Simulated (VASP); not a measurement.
# Bi3S2 (R-3m) in VASP: notebook, part 2 of 2

VASP 6.6.1. The steps go on from the part before.

### Step 3. Single point, PBE

This run uses another cell than the first one, of 27.26 Å³/atom, 0.885 times its volume.

File INCAR:

```
SYSTEM = Bi3S2
ALGO     = Normal         ! electronic algorithm
EDIFF    = 1E-7           ! SCF threshold, eV
ENCUT    = 520            ! plane-wave cutoff, eV
GGA      = PE             ! functional
ISIF     = 2              ! what is computed and relaxed
ISMEAR   = 0              ! smearing method
LASPH    = .True.         ! aspherical terms in the spheres
LCHARG   = .False.        ! write CHGCAR
LREAL    = .False.        ! projectors in reciprocal space
LWAVE    = .False.        ! write WAVECAR
NBANDS   = 36             ! bands
NELM     = 80             ! most SCF steps
PREC     = Accurate       ! precision mode
SIGMA    = 0.1            ! smearing width, eV
```

File KPOINTS:

```
k-points
0
Gamma
  6 6 6
  0 0 0
```

File POSCAR:

```
Bi3S2
1.0
    2.0398066877      1.1776829402      9.4555387009
   -2.0398066877      1.1776829402      9.4555387009
    0.0000000000     -2.3553658804      9.4555387009
Bi S
3 2
Direct
    0.0000000000      0.0000000000      0.0000000000
    0.2095000000      0.2095000000      0.2095000000
    0.7905000000      0.7905000000      0.7905000000
    0.4000000000      0.4000000000      0.4000000000
    0.6000000000      0.6000000000      0.6000000000
```

Potentials or basis: VASP PAW PBE potentials, release 64 (Bi_d, S).

Started as:

```bash
$ cat potpaw_PBE.64/Bi_d/POTCAR potpaw_PBE.64/S/POTCAR > POTCAR
$ mpirun -np 1 vasp_std > vasp.out
```

OUTCAR:

```text
SYSTEM = Bi3S2
   EDIFF = 1E-7
   ENCUT = 520
   GGA = PE
   ISIF = 2
   ISMEAR = 0
   LASPH = .True.
   LREAL = .False.
   NELM = 80
   PREC = Accurate

 ion  position               nearest neighbor table
   1  0.000  0.000  0.000-   5 3.02   4 3.02   5 3.02   5 3.02   4 3.02   4 3.02
   2  0.209  0.209  0.209-   5 2.86   5 2.86   5 2.86   3 3.38   3 3.38   3 3.38
   3  0.791  0.791  0.791-   4 2.86   4 2.86   4 2.86   2 3.38   2 3.38   2 3.38
   4  0.400  0.400  0.400-   3 2.86   3 2.86   3 2.86   1 3.02   1 3.02   1 3.02
   5  0.600  0.600  0.600-   2 2.86   2 2.86   2 2.86   1 3.02   1 3.02   1 3.02

  LATTYP: Found a trigonal (rhomboedric) cell.
 ALAT       =     9.7444835961
 COS(alpha) =     0.9123624232

  Lattice vectors:

 A1 = (   2.0398066877,   1.1776829402,   9.4555387009)
 A2 = (  -2.0398066877,   1.1776829402,   9.4555387009)
 A3 = (   0.0000000000,  -2.3553658804,   9.4555387009)

Analysis of symmetry for initial positions (statically):
=====================================================================
 Subroutine PRICEL returns:
 Original cell was already a primitive cell.

 Routine SETGRP: Setting up the symmetry group for a
 trigonal (rhombohedral) supercell.

 Subroutine GETGRP returns: Found 12 space group operations
 (whereof 12 operations were pure point group operations)
 out of a pool of 12 trial point group operations.

The static configuration has the point symmetry D_3d.

Analysis of symmetry for dynamics (positions and initial velocities):
=====================================================================
 Subroutine PRICEL returns:
 Original cell was already a primitive cell.

 Routine SETGRP: Setting up the symmetry group for a
 trigonal (rhombohedral) supercell.

 Subroutine GETGRP returns: Found 12 space group operations
[... 126 lines left out ...]
   IALGO  =     38    algorithm
   IMIX   =      4    mixing-type and parameters
     AMIX     =   0.40;   BMIX     =  1.00
     AMIX_MAG =   1.60;   BMIX_MAG =  1.00
  volume/ion in A,a.u.               =      27.26       183.94
  Fermi-wavevector in a.u.,A,eV,Ry     =   1.224282  2.313558 20.393317  1.498866
  Thomas-Fermi vector in A             =   2.359362
   LORBIT       =      0    0 simple, 1 ext, 2 COOP (PROOUT), +10 PAW based schemes
   GGA     = PE    functional components
   LHFCALC =     F    Hartree Fock is set to
   AEXX    =    0.0000 exact exchange contribution
   IVDW    =     0    specifies the selected vdW correction
   LEPSILON=     F    determine dielectric tensor
   LRPA    =     F    only Hartree local field effects (RPA)
 non-spin polarized calculation
 Gauss-broadening in eV      SIGMA  =   0.10
  energy-cutoff  :      520.00
  volume of cell :      136.29
 maximum number of plane-waves:      3696
   NGX = 37   NGY = 37   NGZ = 37

 number of electron      57.0000002 magnetization

 Free energy of the ion-electron system (eV)
  ---------------------------------------------------
  ext. energy  EPLUGINS =         0.00000000
  ---------------------------------------------------
  free energy    TOTEN  =       -19.78654298 eV

  energy without entropy =      -19.77648279  energy(sigma->0) =      -19.78151288

 E-fermi :   7.0372     XC(G=0):  -9.9567

 val. band max:        6.9434056936   @ k =   0.5000   0.5000   0.3333
 cond. band min:       7.0377986473   @ k =   0.5000   0.5000  -0.0000
 fundamental gap:      0.0943929537
 Fermi energy:         7.0371873146

 k-point     1 :       0.0000    0.0000    0.0000
  band No.  band energies     occupation
      1     -16.4983      2.00000
      2     -16.4983      2.00000
      3     -16.4933      2.00000
      4     -16.4742      2.00000
      5     -16.4742      2.00000
      6     -16.0327      2.00000
[... 925 lines left out ...]
     35      10.8831      0.00000
     36      12.0960      0.00000

 [... further k-points ...]

------------------------ aborting loop because EDIFF is reached ----------------------------------------

  FORCE on cell =-STRESS in cart. coord.  units (eV):
  Direction    XX          YY          ZZ          XY          YZ          ZX
  --------------------------------------------------------------------------------------
  -------------------------------------------------------------------------------------
  Total        1.1735665      1.1735665      2.1073522     -0.0000000     -0.0000000      0.0000000
  in kB       13.7963235     13.7963235     24.7738089     -0.0000000     -0.0000000      0.0000000
  external PRESSURE =      17.4554853 kB  Pullay stress =       0.0000000 kB

 VOLUME and BASIS-vectors are now :
 -----------------------------------------------------------------------------
  energy-cutoff  :      520.00
  volume of cell :      136.29
      direct lattice vectors                 reciprocal lattice vectors
     2.039806688  1.177682940  9.455538701     0.245121267  0.141520830  0.035252707
    -2.039806688  1.177682940  9.455538701    -0.245121267  0.141520830  0.035252707
     0.000000000 -2.355365880  9.455538701     0.000000000 -0.283041659  0.035252707

 POSITION                                       TOTAL-FORCE (eV/Angst)
 -----------------------------------------------------------------------------------
      0.00000      0.00000      0.00000         0.000000     -0.000000      0.000000
      0.00000      0.00000      5.94281         0.000000     -0.000000     -1.239010
      0.00000      0.00000     22.42381         0.000000      0.000000      1.239010
      0.00000      0.00000     11.34665         0.000000     -0.000000     -1.226588
      0.00000      0.00000     17.01997         0.000000      0.000000      1.226588
 -----------------------------------------------------------------------------------
    total drift:                               -0.000000      0.000000     -0.000000

  FREE ENERGIE OF THE ION-ELECTRON SYSTEM (eV)
  ---------------------------------------------------
  free  energy   TOTEN  =       -19.7865429766 eV

  energy  without entropy=      -19.7764827871  energy(sigma->0) =      -19.78151288
```

Wall time 6.6 min (1 thread of Intel Xeon 6975P-C (Granite Rapids), shared host); peak memory 0.75 GiB.

What came out:

* Free energy: -19.7865 eV
* Pressure: 1.7 GPa
* Largest force: 1.239 eV/Å

Forces on the atoms (eV/Å):
```
Bi   0.000  0.000  0.000
Bi   0.000  0.000 -1.239
Bi   0.000  0.000  1.239
S    0.000  0.000 -1.227
S    0.000  0.000  1.227
```

Stress tensor (GPa, compression positive):
```
1.38 0.00 0.00
0.00 1.38 0.00
0.00 0.00 2.48
```

Levels at points of the mesh, in eV from the Fermi level:
| k point | band 25 | band 26 | band 27 | band 28 | band 29 | band 30 | band 31 | band 32 |
| --- | --- | --- | --- | --- | --- | --- | --- | --- |
| (0.00, 0.00, 0.00) | -2.85 | -2.66 | -0.49 | 0.29 | 0.78 | 0.78 | 0.96 | 0.96 |
| (0.50, 0.00, 0.00) | -3.68 | -3.66 | -2.43 | -0.39 | 0.28 | 0.48 | 0.59 | 2.26 |
| (0.50, 0.50, 0.00) | -3.43 | -2.70 | -1.88 | -0.50 | -0.44 | 0.00 | 2.05 | 2.22 |
| (0.50, 0.50, 0.50) | -2.82 | -1.64 | -1.53 | 0.33 | 0.33 | 1.72 | 2.04 | 2.15 |

Caveat: spin-orbit coupling is left out, which moves the levels of the heavy elements; forces of over 1 eV/Å act on the atoms, so gaps and moduli don't describe the material at rest.

### Step 4. Single point, PBE

This run uses another cell than the first one, of 28.53 Å³/atom, 0.926 times its volume.

File INCAR:

```
SYSTEM = Bi3S2
  ALGO = Normal
  EDIFF = 1E-7
  ENCUT = 520
  GGA = PE
  ISIF = 2
  ISMEAR = 0
  LASPH = .TRUE.
  LCHARG = .FALSE.
  LREAL = .FALSE.
  LWAVE = .FALSE.
  NBANDS = 36
  NELM = 80
  PREC = Accurate
  SIGMA = 0.1
```

File KPOINTS:

```
k-points
0
G
  6 6 6
  0 0 0
```

File POSCAR:

```
Bi3S2
1.0
    2.0332736181      1.1739110708      9.9598736938
   -2.0332736181      1.1739110708      9.9598736938
    0.0000000000     -2.3478221415      9.9598736938
Bi S
3 2
Direct
    0.0000000000      0.0000000000      0.0000000000
    0.2014618349      0.2014618349      0.2014618349
    0.7985381651      0.7985381651      0.7985381651
    0.3876682350      0.3876682350      0.3876682350
    0.6123317650      0.6123317650      0.6123317650
```

Started as:

```bash
$ cat potpaw_PBE.64/Bi_d/POTCAR potpaw_PBE.64/S/POTCAR > POTCAR
$ mpirun -np 1 vasp_std > vasp.out
```

Wall time 8 min (1 thread of Intel Xeon 6975P-C (Granite Rapids), shared host); peak memory 0.95 GiB.

Results (log left out):

| Property | Result |
| --- | --- |
| Free energy | -20.6636 eV |
| Pressure | 0.0 GPa |

Stress tensor (GPa, compression positive):
```
 0.03  0.00  0.00
 0.00  0.03  0.00
 0.00  0.00 -0.12
```

Levels at points of the mesh, in eV from the Fermi level:
| k point | band 25 | band 26 | band 27 | band 28 | band 29 | band 30 | band 31 | band 32 | band 33 | band 34 |
| --- | --- | --- | --- | --- | --- | --- | --- | --- | --- | --- |
| (0.00, 0.00, 0.00) | -1.49 | -1.49 | 0.78 | 0.85 | 1.10 | 1.10 | 2.04 | 2.04 | 3.27 | 3.47 |
| (0.50, 0.00, 0.00) | -2.83 | -2.20 | -1.93 | -0.22 | -0.17 | 1.38 | 2.24 | 2.81 | 3.32 | 3.96 |
| (0.50, 0.50, 0.00) | -1.81 | -1.71 | -1.36 | -0.85 | -0.61 | 1.34 | 2.71 | 2.87 | 3.23 | 3.39 |
| (0.50, 0.50, 0.50) | -1.48 | -1.13 | -0.10 | 0.95 | 0.95 | 1.86 | 2.52 | 2.52 | 2.89 | 3.05 |

Caveat: spin-orbit coupling is left out, which moves the levels of the heavy elements.

### Step 5. The runs side by side

```csv
cell,smearing,gap on the mesh (eV),pressure (GPa),largest force (eV/Å)
"a = 5.730 Å, angles 107.6°, 5 atoms",gaussian 0.01 eV,none,-0.1,0.08
"a = 9.744 Å, angles 24.2°, 5 atoms",gaussian 0.1 eV,none,1.7,1.24
"a = 10.233 Å, angles 22.9°, 5 atoms",gaussian 0.1 eV,none,0.0,-
```

Alike in all rows: task single point; level PBE; potentials or basis VASP PAW PBE potentials, release 64 (Bi_d, S); no spin polarisation; k mesh 6 × 6 × 6; cutoff (eV) 520.

Caveats: spin-orbit coupling is left out, which moves the levels of the heavy elements; forces of over 1 eV/Å act on the atoms, so gaps and moduli don't describe the material at rest (some runs).

Total energies depend on the potentials used, so only differences within one code and one set of settings carry meaning.
